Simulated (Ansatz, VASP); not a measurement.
# Ti4O5: VASP beside Ansatz

```
Ti O
1.0
    -3.43558    3.43558    2.16462
     3.43558   -3.43558    2.16462
     3.43558    3.43558   -2.16462
Ti O
4 5
Direct
  0.60705 0.21536 0.82241
  0.21536 0.39295 0.60831
  0.78464 0.60705 0.39169
  0.39295 0.78464 0.17759
  0.90809 0.30756 0.21565
  0.30756 0.09191 0.39947
  0.69244 0.90809 0.60053
  0.09191 0.69244 0.78435
  0.50000 0.50000 0.00000
```

Change from the starting cell: strain +0.050 along x and y, +0.050 along z, atoms carried along.

Alike in both runs: task single point; functional PBEsol; k mesh 12 × 12 × 12; occupations gaussian, width 0.15 eV; no spin polarisation.

|  | VASP | Ansatz |
| --- | --- | --- |
| version | VASP 6.6.1 | Ansatz 0.2.0 |
| potentials or method | VASP PAW PBE potentials, release 64 (Ti_sv, O), cutoff 520 eV | scalar-relativistic, plane waves, PAW |
| valence electrons in the cell | 78 | 78 |

|  | VASP | Ansatz | Ansatz less VASP |
| --- | --- | --- | --- |
| gap on the k mesh at the Fermi level (eV) | none | none | - |
| pressure (GPa) | -25.7 | -26.2 | -0.44 |
| traceless stress, the component that is largest in VASP (GPa) | 0.59 | 0.63 | +0.044 |
| rms of the force components (eV/Å) | 0.253 | 0.259 | +0.0058 |

VASP's potentials were made for PBE, not for PBEsol. Atom by atom the forces differ by 0.006 eV/Å (rms over components). A gap of «none» marks a metal or a gap that the smearing closes.
